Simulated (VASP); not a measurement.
# CrO2: relaxation of cell and atoms with PBE

CrO2:

```
Cr O
1.0
     4.42100    0.00000    0.00000
     0.00000    4.42100    0.00000
     0.00000    0.00000    2.91700
Cr O
2 4
Direct
  0.00000 0.00000 0.00000
  0.50000 0.50000 0.50000
  0.30100 0.30100 0.00000
  0.19900 0.80100 0.50000
  0.69900 0.69900 0.00000
  0.80100 0.19900 0.50000
```

```json
{"Program": "VASP 6.6.1", "Task": "relaxation of cell and atoms", "Functional": "PBE", "Potentials or basis": "VASP PAW PBE potentials, release 64 (Cr_pv, O)", "Cutoff": "600 eV", "k mesh": "4 × 4 × 6", "Occupations": "gaussian, width 0.05 eV", "Spin": "collinear spin, ferromagnetic start", "Starting moments": "[2.0, 2.0, 0.0, 0.0, 0.0, 0.0] μB", "Dipole correction": "no", "Further INCAR settings": "ALGO = Normal; EDIFF = 1e-06; IBRION = 2; EDIFFG = -0.03; NSW = 80; ISIF = 3"}
```

```yaml
Relaxed_volume: 9.64 Å³/atom
Relaxed_cell: a = 4.448 Å, b = 4.448 Å, c = 2.923 Å, α = 90.00°, β = 90.00°, γ = 90.00°
Space_group_after_relaxing_to_0.1_Å: P4_2/mnm (No. 136)
Energy_gained_by_relaxing: 2.7 meV/atom
Ionic_steps: 5
Pressure_after_relaxing: 0.0 GPa
Band_gap_on_the_k_mesh: zero (filled and empty bands overlap)
Net_moment: 4.00 μB per cell
Site_moments: Cr +2.11; O -0.08 μB
Valence_electrons_inside_the_program's_atomic_spheres: Cr 10.83; O 5.03
```

Forces on the atoms (eV/Å):
```
Cr   0.000  0.000  0.000
Cr   0.000  0.000  0.000
O    0.002  0.002  0.000
O   -0.002  0.002  0.000
O   -0.002 -0.002  0.000
O    0.002 -0.002  0.000
```

Stress tensor (GPa, compression positive):
```
-0.05  0.00  0.00
 0.00 -0.05  0.00
 0.00  0.00  0.07
```

The path:
| step | energy change (eV) | largest force (eV/Å) | pressure (GPa) | volume (Å³) |
| --- | --- | --- | --- | --- |
| 1 | 0.0000 | 0.2713 | 2.73 | 57.01 |
| 2 | -0.0113 | 0.0885 | -2.32 | 58.36 |
| 3 | -0.0135 | 0.1369 | -0.92 | 57.97 |
| 4 | -0.0158 | 0.0368 | 0.35 | 57.77 |
| 5 | -0.0160 | 0.0025 | -0.01 | 57.81 |

Final structure:
```
Cr O
1.0
     4.44764    0.00000    0.00000
     0.00000    4.44764    0.00000
     0.00000    0.00000    2.92259
Cr O
2 4
Cartesian
  0.0000 4.4476 0.0000
  2.2238 2.2238 1.4613
  1.3501 1.3501 0.0000
  0.8737 3.5739 1.4613
  3.0975 3.0975 0.0000
  3.5739 0.8737 1.4613
```

Levels at points of the mesh, in eV from the Fermi level:
Spin up:
| k point | band 22 | band 23 | band 24 | band 25 | band 26 | band 27 | band 28 | band 29 | band 30 |
| --- | --- | --- | --- | --- | --- | --- | --- | --- | --- |
| (0.00, 0.00, 0.00) | -1.16 | -1.16 | -1.12 | -1.12 | -1.10 | -0.52 | 1.07 | 1.18 | 3.78 |
| (0.50, 0.00, 0.00) | -1.57 | -0.76 | -0.76 | -0.33 | -0.33 | 0.36 | 0.36 | 3.25 | 3.25 |
| (0.50, 0.50, 0.00) | -2.04 | -1.46 | -1.46 | -1.10 | -1.10 | 0.90 | 0.90 | 2.67 | 2.67 |
| (0.00, 0.00, 0.50) | -2.65 | -0.69 | -0.69 | -0.02 | -0.02 | 0.76 | 0.76 | 2.41 | 2.41 |
| (0.50, 0.00, 0.50) | -1.83 | -1.42 | -1.42 | -0.69 | -0.69 | 0.94 | 0.94 | 1.64 | 1.64 |
| (0.50, 0.50, 0.50) | -1.69 | -0.68 | -0.68 | -0.24 | -0.24 | 0.09 | 0.09 | 2.95 | 2.95 |
Spin down:
| k point | band 20 | band 21 | band 22 | band 23 | band 24 | band 25 |
| --- | --- | --- | --- | --- | --- | --- |
| (0.00, 0.00, 0.00) | -1.33 | -1.33 | -0.90 | 0.98 | 0.99 | 1.24 |
| (0.50, 0.00, 0.00) | -2.79 | -1.70 | -1.70 | 1.64 | 1.64 | 1.81 |
| (0.50, 0.50, 0.00) | -2.47 | -2.13 | -2.13 | 1.00 | 1.00 | 1.26 |
| (0.00, 0.00, 0.50) | -3.48 | -2.54 | -2.54 | 1.65 | 1.65 | 2.13 |
| (0.50, 0.00, 0.50) | -3.06 | -2.01 | -2.01 | 0.72 | 0.72 | 2.16 |
| (0.50, 0.50, 0.50) | -2.31 | -1.62 | -1.62 | 1.31 | 1.31 | 2.00 |

Wall time 2.1 min on 1 thread of AMD EPYC 9R45 96-Core Processor (Zen 5), with other jobs on the host, peak memory 0.21 GiB.

Caveat: semilocal functionals often make such compounds metallic where correlation or magnetic order opens a gap, which also shifts bond lengths; only a ferromagnetic start was run, and an antiferromagnetic order may lie lower in energy. Zero-point motion and thermal expansion aren't in these numbers.
